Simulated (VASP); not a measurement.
# Fe (I4/mmm) in VASP: notebook, part 3 of 3

VASP 6.6.1.

### Step 5. Single point, PBE, collinear spin, ferromagnetic start (normal strain along x +0.0367, normal strain along z +0.0000)

INCAR reads:

```
ALGO = Normal
EDIFF = 1E-6
ENCUT = 520
GGA = PE
ISIF = 2
ISMEAR = 0
ISPIN = 2
LASPH = True
LCHARG = False
LMAXMIX = 4
LORBIT = 11
LREAL = False
LWAVE = False
MAGMOM = 2.44
NBANDS = 14
NELM = 150
PREC = Accurate
SIGMA = 0.15
```

KPOINTS reads:

```
k-points
0
Gamma
  10 10 10
```

POSCAR reads:

```
Fe
1.0
   -1.4677340298      1.4157750842      1.4157750842
    1.4677340298     -1.4157750842      1.4157750842
    1.4677340298      1.4157750842     -1.4157750842
Fe
1
Direct
    0.0000000000      0.0000000000      0.0000000000
```

Started as:

```console
cat potpaw_PBE.64/Fe/POTCAR > POTCAR
mpirun -np 1 vasp_std > vasp.out
```

Wall time 20 s (1 thread of Intel Xeon Platinum 8488C (Sapphire Rapids), shared host); peak memory 0.14 GiB.

The run converged. Its results:

```yaml
Free_energy: -8.2382 eV
Pressure: -7.5 GPa
Net_moment: 2.18 μB per cell
Site_moments: Fe +2.19 μB
Valence_electrons_inside_the_program's_atomic_spheres: Fe 7.20
```

Stress tensor (GPa, compression positive):
```
-9.99  0.00  0.00
 0.00 -6.19  0.00
 0.00  0.00 -6.19
```

Levels at points of the mesh, in eV from the Fermi level:
Spin up:
```
           k point  band 1  band 2  band 3  band 4  band 5  band 6  band 7  band 8  band 9  band 10
(0.00, 0.00, 0.00)   -8.19   -2.26   -2.26   -2.09   -1.17   -1.01   24.20   24.96   24.96    29.32
(0.50, 0.00, 0.00)   -4.72   -3.38   -0.90   -0.82    0.36    0.76    7.32   17.59   18.98    22.50
(0.00, 0.50, 0.00)   -4.70   -3.15   -1.15   -0.87    0.32    0.47    6.95   18.37   20.09    23.28
(0.50, 0.50, 0.50)   -4.67   -4.58    0.03    0.11    0.11    8.83   10.18   10.18   14.88    15.69
```
Spin down:
| k point | band 1 | band 2 | band 3 | band 4 | band 5 | band 6 | band 7 | band 8 |
| --- | --- | --- | --- | --- | --- | --- | --- | --- |
| (0.00, 0.00, 0.00) | -8.06 | -0.39 | -0.39 | -0.13 | 1.53 | 1.80 | 23.90 | 24.68 |
| (0.50, 0.00, 0.00) | -3.43 | -1.72 | 0.84 | 1.71 | 1.98 | 2.55 | 8.66 | 17.65 |
| (0.00, 0.50, 0.00) | -3.45 | -1.42 | 0.53 | 1.41 | 1.92 | 2.53 | 8.30 | 18.36 |
| (0.50, 0.50, 0.50) | -2.84 | -2.75 | 2.25 | 2.26 | 2.26 | 9.06 | 10.42 | 10.42 |

Caveat: the cell differs from its parent crystal (normal strain along x +0.0367, normal strain along z +0.0000).

### Step 6. Single point, PBE, collinear spin, ferromagnetic start (normal strain along x +0.0000, normal strain along z +0.0700)

INCAR reads:

```
PREC = Accurate ; ENCUT = 520
EDIFF = 1E-7 ; ISMEAR = 0
SIGMA = 0.15 ; LREAL = F
LASPH = T ; NELM = 150
ALGO = Normal ; ISIF = 2
LWAVE = F ; LCHARG = F
ISPIN = 2 ; MAGMOM = 2.44
LORBIT = 11 ; LMAXMIX = 4
GGA = PE ; NBANDS = 14
```

KPOINTS reads:

```
Automatic mesh
0
Gamma
  10 10 10
```

POSCAR reads:

```
Fe
1.0
   -1.4157750842      1.4157750842      1.5148793401
    1.4157750842     -1.4157750842      1.5148793401
    1.4157750842      1.4157750842     -1.5148793401
Fe
1
Direct
    0.0000000000      0.0000000000      0.0000000000
```

Potentials or basis: VASP PAW PBE potentials, release 64 (Fe).

Started as:

```console
cat potpaw_PBE.64/Fe/POTCAR > POTCAR
mpirun -np 1 vasp_std > vasp.out
```

OUTCAR:

```text
PREC = Accurate
   ENCUT = 520
   EDIFF = 1E-7
   ISMEAR = 0
   LREAL = F
   LASPH = T
   NELM = 150
   ISIF = 2
   ISPIN = 2
   LORBIT = 11
   GGA = PE

 ion  position               nearest neighbor table
   1  0.000  0.000  0.000-

  LATTYP: Found a body centered tetragonal cell.
 ALAT       =     2.8315501684
 C/A-ratio  =     1.0700000000

  Lattice vectors:

 A1 = (  -1.4157750842,   1.4157750842,   1.5148793401)
 A2 = (   1.4157750842,  -1.4157750842,   1.5148793401)
[... 1023 lines left out ...]
  --------------------------------------------------------------------------------------
  -------------------------------------------------------------------------------------
  Total       -0.6964489     -0.6964489     -1.0423312      0.0000000     -0.0000000      0.0000000
  in kB      -91.8699065    -91.8699065   -137.4958966      0.0000000     -0.0000000      0.0000000
  external PRESSURE =    -107.0785699 kB  Pullay stress =       0.0000000 kB

 VOLUME and BASIS-vectors are now :
 -----------------------------------------------------------------------------
  energy-cutoff  :      520.00
  volume of cell :       12.15
      direct lattice vectors                 reciprocal lattice vectors
    -1.415775084  1.415775084  1.514879340     0.000000000  0.353163441  0.330059290
     1.415775084 -1.415775084  1.514879340     0.353163441  0.000000000  0.330059290
     1.415775084  1.415775084 -1.514879340     0.353163441  0.353163441  0.000000000

 POSITION                                       TOTAL-FORCE (eV/Angst)
 -----------------------------------------------------------------------------------
      0.00000      0.00000      0.00000        -0.000000     -0.000000      0.000000
 -----------------------------------------------------------------------------------
    total drift:                                0.000000     -0.000000      0.000000

  FREE ENERGIE OF THE ION-ELECTRON SYSTEM (eV)
  ---------------------------------------------------
  free  energy   TOTEN  =        -8.2099649747 eV

  energy  without entropy=       -8.1991917636  energy(sigma->0) =       -8.20457837

 total charge

# of ion       s       p       d       tot
------------------------------------------
    1        0.459   0.483   6.197   7.139

 magnetization (x)

# of ion       s       p       d       tot
------------------------------------------
    1       -0.015  -0.058   2.370   2.297
```

stdout:

```text
POSCAR found type information on POSCAR Fe
 POSCAR found :  1 types and       1 ions
 scaLAPACK will be used
 LDA part: xc-table for (Slater+PW92), standard interpolation
 POSCAR, INCAR and KPOINTS ok, starting setup
 FFT: planning ... GRIDC
 FFT: planning ... GRID_SOFT
 FFT: planning ... GRID
 WAVECAR not read
 entering main loop
```

It took 27 s on 1 thread of Intel Xeon Platinum 8488C (Sapphire Rapids), shared host; peak memory 0.15 GiB.

What came out:

* Free energy: -8.2100 eV
* Pressure: -10.7 GPa
* Net moment: 2.28 μB per cell
* Site moments: Fe +2.30 μB
* Valence electrons inside the program's atomic spheres: Fe 7.14

Levels at points of the mesh, in eV from the Fermi level:
Spin up:
```csv
k point,band 3,band 4,band 5,band 6,band 7,band 8
"(0.00, 0.00, 0.00)",-2.26,-1.98,-1.27,-0.97,23.50,24.80
"(0.50, 0.00, 0.00)",-1.30,-0.85,0.20,0.41,6.57,18.34
"(0.50, 0.50, 0.00)",-0.84,-0.79,0.29,0.92,7.25,16.88
"(0.50, 0.50, 0.50)",-0.11,0.05,0.05,7.89,10.34,10.34
```
Spin down:
```tsv
k point	band 1	band 2	band 3	band 4	band 5	band 6	band 7	band 8
(0.00, 0.00, 0.00)	-7.89	-0.29	-0.29	0.16	1.46	1.94	23.18	24.54
(0.50, 0.00, 0.00)	-3.26	-1.15	0.46	1.35	1.98	2.55	7.98	18.31
(0.50, 0.50, 0.00)	-3.21	-1.68	1.01	1.90	2.06	2.59	8.65	16.98
(0.50, 0.50, 0.50)	-2.65	-2.51	2.29	2.31	2.31	8.12	10.60	10.60
```

Caveat: the cell differs from its parent crystal (normal strain along x +0.0000, normal strain along z +0.0700).

### Step 7. Overview

```csv
cell,gap on the mesh (eV),pressure (GPa),moment (μB)
"a = 2.423 Å, angles 111.5, 108.5, 108.5°, 1 atom",none,7.7,2.12
"a = 2.433 Å, angles 108.8, 108.8, 110.7°, 1 atom",none,4.3,2.13
"a = 2.471 Å, angles 110.1, 110.1, 108.2°, 1 atom",none,-5.4,2.16
"a = 2.483 Å, angles 107.5, 110.5, 110.5°, 1 atom",none,-7.5,2.18
"a = 2.511 Å, angles 111.3, 111.3, 105.8°, 1 atom",none,-10.7,2.28
```

Alike in all rows: task single point; level PBE; potentials or basis VASP PAW PBE potentials, release 64 (Fe); spin collinear, ferromagnetic start; k mesh 10 × 10 × 10; cutoff (eV) 520; smearing gaussian 0.15 eV.

Absolute energies hang on the potentials; compare differences alone.
